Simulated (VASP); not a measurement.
# Mo12N in VASP: single point with PBE

Aim: the single point of Mo12N with PBE.

All numbers are computed with VASP 6.6.1; they aren't measurements. Logs are shortened: lines on timing, memory, paths and dates and some standing lists are left out, and cuts for length are marked.

### 1 The cell of the first run

The cell holds a slab with vacuum, 13 atoms: a = 5.474 Å, b = 5.474 Å, c = 19.808 Å, α = 90.00°, β = 90.00°, γ = 109.47°.

### 2 Single point, PBE

Input file INCAR:

```
SYSTEM = Mo12N
PREC = Accurate
ENCUT = 520
EDIFF = 1E-6
ISMEAR = 0
SIGMA = 0.1
LREAL = .False.
LASPH = .True.
NELM = 60
ALGO = Normal
ISIF = 2
LWAVE = .False.
LCHARG = .False.
LDIPOL = .True.
IDIPOL = 3
DIPOL = 0.5 0.5 0.325
GGA = PE
NBANDS = 98
```

Input file KPOINTS:

```
Automatic mesh
0
Gamma
  5 5 1
  0 0 0
```

Input file POSCAR:

```
Mo12N
1.0
    5.4740406976      0.0000000000      0.0000000000
   -1.8246802325      5.1609750637      0.0000000000
    0.0000000000      0.0000000000     19.8082144129
Mo N
12 1
Direct
    0.2500000000      0.2500000000      0.2019364248
    0.2500000000      0.7500000000      0.2019364248
    0.7500000000      0.2500000000      0.2019364248
    0.7500000000      0.7500000000      0.2019364248
    0.0000000000      0.0000000000      0.3106872619
    0.0000000000      0.5000000000      0.3106872619
    0.5000000000      0.0000000000      0.3106872619
    0.5000000000      0.5000000000      0.3106872619
    0.2500000000      0.2500000000      0.4194327787
    0.2500000000      0.7500000000      0.4194327787
    0.7500000000      0.2500000000      0.4194327787
    0.7500000000      0.7500000000      0.4194327787
    0.3333333333      0.4166666667      0.4960736115
```

Potentials or basis: VASP PAW PBE potentials, release 64 (Mo_sv, N).

Started as:

```sh
$ cat potpaw_PBE.64/Mo_sv/POTCAR potpaw_PBE.64/N/POTCAR > POTCAR
$ mpirun -np 1 vasp_std > vasp.out
```

OUTCAR:

```text
SYSTEM = Mo12N
   PREC = Accurate
   ENCUT = 520
   EDIFF = 1E-6
   ISMEAR = 0
   LREAL = .False.
   LASPH = .True.
   NELM = 60
   ISIF = 2
   GGA = PE

 ion  position               nearest neighbor table
   1  0.250  0.250  0.202-   5 2.67   8 2.67   3 2.74   3 2.74   2 2.74   2 2.74   7 3.10   6 3.10
                             4 3.16   4 3.16
   2  0.250  0.750  0.202-   6 2.67   7 2.67   4 2.74   4 2.74   1 2.74   1 2.74   5 3.10   8 3.10
                             3 3.16   3 3.16
   3  0.750  0.250  0.202-   6 2.67   7 2.67   1 2.74   1 2.74   4 2.74   4 2.74   5 3.10   8 3.10
                             2 3.16   2 3.16
   4  0.750  0.750  0.202-   5 2.67   8 2.67   2 2.74   2 2.74   3 2.74   3 2.74   7 3.10   6 3.10
                             1 3.16   1 3.16
   5  0.000  0.000  0.311-   9 2.67  12 2.67   1 2.67   4 2.67   7 2.74   7 2.74   6 2.74   6 2.74
                            11 3.10  10 3.10   3 3.10   2 3.10   8 3.16   8 3.16
   6  0.000  0.500  0.311-  10 2.67  11 2.67   2 2.67   3 2.67   8 2.74   8 2.74   5 2.74   5 2.74
                             9 3.10  12 3.10   1 3.10   4 3.10   7 3.16   7 3.16
   7  0.500  0.000  0.311-  10 2.67  11 2.67   2 2.67   3 2.67   5 2.74   5 2.74   8 2.74   8 2.74
                             9 3.10  12 3.10   1 3.10   4 3.10   6 3.16   6 3.16
   8  0.500  0.500  0.311-   9 2.67  12 2.67   1 2.67   4 2.67   6 2.74   6 2.74   7 2.74   7 2.74
                            11 3.10  10 3.10   3 3.10   2 3.10   5 3.16   5 3.16
   9  0.250  0.250  0.419-  13 1.75   8 2.67   5 2.67  11 2.74  11 2.74  10 2.74  10 2.74   6 3.10
                             7 3.10  12 3.16  12 3.16
  10  0.250  0.750  0.419-  13 2.53   7 2.67   6 2.67  12 2.74  12 2.74   9 2.74   9 2.74   8 3.10
                             5 3.10  11 3.16  11 3.16
  11  0.750  0.250  0.419-   6 2.67   7 2.67   9 2.74   9 2.74  12 2.74  12 2.74   5 3.10   8 3.10
                            10 3.16  10 3.16
  12  0.750  0.750  0.419-   5 2.67   8 2.67  10 2.74  10 2.74  11 2.74  11 2.74   7 3.10   6 3.10
                             9 3.16   9 3.16
  13  0.333  0.417  0.496-   9 1.75  10 2.53

  LATTYP: Found a base centered orthorhombic cell.
 ALAT       =     6.3208777407
 B/A-ratio  =     1.4142135624
 C/A-ratio  =     3.1337759130

  Lattice vectors:

 A1 = (   5.4740406976,   0.0000000000,   0.0000000000)
 A2 = (  -1.8246802325,   5.1609750637,   0.0000000000)
 A3 = (   0.0000000000,   0.0000000000,  19.8082144129)

Analysis of symmetry for initial positions (statically):
=====================================================================
 Subroutine PRICEL returns:
 Original cell was already a primitive cell.

 Routine SETGRP: Setting up the symmetry group for a
 base centered orthorhombic supercell.

 Subroutine GETGRP returns: Found  1 space group operations
 (whereof  1 operations were pure point group operations)
 out of a pool of  8 trial point group operations.

The static configuration has the point symmetry C_1 .

Analysis of symmetry for dynamics (positions and initial velocities):
=====================================================================
 Subroutine PRICEL returns:
 Original cell was already a primitive cell.

 Routine SETGRP: Setting up the symmetry group for a
 base centered orthorhombic supercell.

 Subroutine GETGRP returns: Found  1 space group operations
 (whereof  1 operations were pure point group operations)
 out of a pool of  8 trial point group operations.

The dynamic configuration has the point symmetry C_1 .

 Subroutine INISYM returns: Found  1 space group operations
 (whereof  1 operations are pure point group operations),
 and found     1 'primitive' translations

----------------------------------------------------------------------------------------

                                     Primitive cell

  volume of cell :     559.6095

  direct lattice vectors                    reciprocal lattice vectors
     5.474040698  0.000000000  0.000000000     0.182680410  0.064587278  0.000000000
    -1.824680232  5.160975064  0.000000000     0.000000000  0.193761835  0.000000000
     0.000000000  0.000000000 19.808214413     0.000000000  0.000000000  0.050484106

  length of vectors
     5.474040698  5.474040698 19.808214413     0.193761835  0.193761835  0.050484106

  position of ions in fractional coordinates (direct lattice)
     0.250000000  0.250000000  0.201936425
     0.250000000  0.750000000  0.201936425
     0.750000000  0.250000000  0.201936425
     0.750000000  0.750000000  0.201936425
     0.000000000  0.000000000  0.310687262
[... 47 lines left out ...]
 ===========================================

 Found     13 irreducible k-points:

 Following reciprocal coordinates:
            Coordinates               Weight
  0.000000  0.000000  0.000000      1.000000
  0.200000  0.000000  0.000000      2.000000
  0.000000  0.200000  0.000000      2.000000
  0.400000  0.000000  0.000000      2.000000
  0.000000  0.400000  0.000000      2.000000
  0.200000  0.200000  0.000000      2.000000
  0.400000  0.200000  0.000000      2.000000
  0.200000  0.400000  0.000000      2.000000
 -0.400000  0.200000  0.000000      2.000000
  0.200000 -0.400000  0.000000      2.000000
 -0.200000  0.200000  0.000000      2.000000
  0.400000  0.400000  0.000000      2.000000
 -0.400000  0.400000  0.000000      2.000000
   k-points           NKPTS =     13   k-points in BZ     NKDIM =     13   number of bands    NBANDS=     98
   number of dos      NEDOS =    301   number of ions     NIONS =     13
   total plane-waves  NPLWV = 264600
   dimension x,y,z NGX =    42 NGY =   42 NGZ =  150
   dimension x,y,z NGXF=    84 NGYF=   84 NGZF=  300
   ions per type =              12   1
   NGX,Y,Z   is equivalent  to a cutoff of  12.76, 12.76, 12.59 a.u.
   NGXF,Y,Z  is equivalent  to a cutoff of  25.51, 25.51, 25.18 a.u.
 SYSTEM =  Mo12N
   PREC   = accura    normal or accurate (medium, high low for compatibility)
   ISTART =      0    job   : 0-new  1-cont  2-samecut
   ICHARG =      2    charge: 1-file 2-atom 10-const
   ISPIN  =      1    spin polarized calculation?
   LNONCOLLINEAR =      F non collinear calculations
   LSORBIT =      F    spin-orbit coupling
   LASPH  =      T    aspherical Exc in radial PAW
   ENCUT  =  520.0 eV  38.22 Ry    6.18 a.u.  10.18 10.18 36.83*2*pi/ulx,y,z
   NELM   =     60;   NELMIN=  2; NELMDL= -5     # of ELM steps
   EDIFF  = 0.1E-05   stopping-criterion for ELM
   LREAL  =      F    real-space projection
[... 7 lines left out ...]
   TEBEG  =    0.0;   TEEND  =   0.0 temperature during run
   PSTRESS=    0.0 pullay stress
   NELECT =     173.0000    total number of electrons
   NUPDOWN=      -1.0000    fix difference up-down
   EMIN   =  10.00;   EMAX   =-10.00  energy-range for DOS
   EFERMI =   0.00;   METHOD = LEGACY
   ISMEAR =     0;   SIGMA  =   0.10  broadening in eV -4-tet -1-fermi 0-gaus
   EFERMI_NEDOS =   21; number of points for ismear=-14 and -15
   IALGO  =     38    algorithm
   IMIX   =      4    mixing-type and parameters
     AMIX     =   0.40;   BMIX     =  1.00
     AMIX_MAG =   1.60;   BMIX_MAG =  1.00
  volume/ion in A,a.u.               =      43.05       290.49
  Fermi-wavevector in a.u.,A,eV,Ry     =   1.106951  2.091835 16.671777  1.225341
  Thomas-Fermi vector in A             =   2.243459
   LORBIT       =      0    0 simple, 1 ext, 2 COOP (PROOUT), +10 PAW based schemes
   GGA     = PE    functional components
   LHFCALC =     F    Hartree Fock is set to
   AEXX    =    0.0000 exact exchange contribution
   IVDW    =     0    specifies the selected vdW correction
   LEPSILON=     F    determine dielectric tensor
   LRPA    =     F    only Hartree local field effects (RPA)
 non-spin polarized calculation
 Gauss-broadening in eV      SIGMA  =   0.10
  energy-cutoff  :      520.00
  volume of cell :      559.61
 maximum number of plane-waves:     15102
 NGX is ok and might be reduce to    42
   NGX = 21   NGY = 21   NGZ = 73

 dipolmoment           0.000000      0.000000     -0.053708 electrons x Angstroem

 number of electron     172.9999985 magnetization

 dipolmoment           0.000000      0.000000      0.128820 electrons x Angstroem

 Free energy of the ion-electron system (eV)
  ---------------------------------------------------
  ext. energy  EPLUGINS =         0.00000000
  ---------------------------------------------------
  free energy    TOTEN  =      -129.50225539 eV

  energy without entropy =     -129.44212406  energy(sigma->0) =     -129.47218972

 E-fermi :   1.0687     XC(G=0):  -5.6314

 val. band max:        1.0646916977   @ k =   0.2000  -0.4000   0.0000
 cond. band min:       1.0710229603   @ k =   0.0000   0.4000   0.0000
 fundamental gap:      0.0063312625
 Fermi energy:         1.0686913402

 k-point     1 :       0.0000    0.0000    0.0000
  band No.  band energies     occupation
      1     -60.1773      2.00000
      2     -59.9930      2.00000
      3     -59.9859      2.00000
      4     -59.9744      2.00000
      5     -59.9255      2.00000
      6     -59.9010      2.00000
[... 1302 lines left out ...]
     97       1.8785      0.00000
     98       1.9732      0.00000

------------------------ aborting loop because EDIFF is reached ----------------------------------------

 vacuum level on the upper side and lower side of the slab       (xc-potential included)         0.286        -0.410

  FORCE on cell =-STRESS in cart. coord.  units (eV):
  Direction    XX          YY          ZZ          XY          YZ          ZX
  --------------------------------------------------------------------------------------
  -------------------------------------------------------------------------------------
  Total       -8.9238633     -7.4519776      3.3971709      0.1063612      3.2069285      0.7632924
  in kB      -25.5492632    -21.3352143      9.7261926      0.3045150      9.1815235      2.1853269
  external PRESSURE =     -12.3860950 kB  Pullay stress =       0.0000000 kB

 VOLUME and BASIS-vectors are now :
 -----------------------------------------------------------------------------
  energy-cutoff  :      520.00
  volume of cell :      559.61
      direct lattice vectors                 reciprocal lattice vectors
     5.474040698  0.000000000  0.000000000     0.182680410  0.064587278  0.000000000
    -1.824680232  5.160975064  0.000000000     0.000000000  0.193761835  0.000000000
     0.000000000  0.000000000 19.808214413     0.000000000  0.000000000  0.050484106

 POSITION                                       TOTAL-FORCE (eV/Angst)
 -----------------------------------------------------------------------------------
      0.91234      1.29024      4.00000         0.057440      0.005457      0.082711
      0.00000      3.87073      4.00000        -0.066373     -0.019963     -0.256870
      3.64936      1.29024      4.00000        -0.007796     -0.025695     -0.241229
      2.73702      3.87073      4.00000         0.111584      0.291622      0.347663
      0.00000      0.00000      6.15416        -0.315109     -0.532523     -0.985577
     -0.91234      2.58049      6.15416        -0.020577     -0.142473      0.129446
      2.73702      0.00000      6.15416        -0.058626     -0.125792      0.163918
      1.82468      2.58049      6.15416         0.169542      0.236453     -0.743044
      0.91234      1.29024      8.30821        -0.480227     -0.927762      0.486890
      0.00000      3.87073      8.30821         0.014474     -0.539459      0.792229
      3.64936      1.29024      8.30821        -0.136426     -0.255474      0.009259
      2.73702      3.87073      8.30821         0.278779      0.009302      0.146630
      1.06440      2.15041      9.82633         0.453313      2.026308      0.067974
 -----------------------------------------------------------------------------------
    total drift:                               -0.000026     -0.000056      0.000970

  FREE ENERGIE OF THE ION-ELECTRON SYSTEM (eV)
  ---------------------------------------------------
  free  energy   TOTEN  =      -129.5022553892 eV

  energy  without entropy=     -129.4421240573  energy(sigma->0) =     -129.47218972

 vacuum level on the upper side and lower side of the slab         6.558         5.741
```

Wall time 27 min (1 thread of Intel Xeon Platinum 8488C (Sapphire Rapids), shared host); peak memory 0.85 GiB.

Results:

* Free energy: -129.5023 eV
* Largest force: 2.078 eV/Å
* Band gap on the k mesh: zero (an odd number of electrons rules out a gap without spin polarisation)

Forces on the atoms (eV/Å):
```
Mo   0.057  0.005  0.083
Mo  -0.066 -0.020 -0.257
Mo  -0.008 -0.026 -0.241
Mo   0.112  0.292  0.348
Mo  -0.315 -0.533 -0.986
Mo  -0.021 -0.142  0.129
Mo  -0.059 -0.126  0.164
Mo   0.170  0.236 -0.743
Mo  -0.480 -0.928  0.487
Mo   0.014 -0.539  0.792
Mo  -0.136 -0.255  0.009
Mo   0.279  0.009  0.147
N    0.453  2.026  0.068
```

Levels at points of the mesh, in eV from the Fermi level:
```tsv
k point	band 82	band 83	band 84	band 85	band 86	band 87	band 88	band 89	band 90	band 91
(0.00, 0.00, 0.00)	-0.07	0.18	0.24	0.71	0.94	0.98	1.29	1.32	1.35	1.39
```
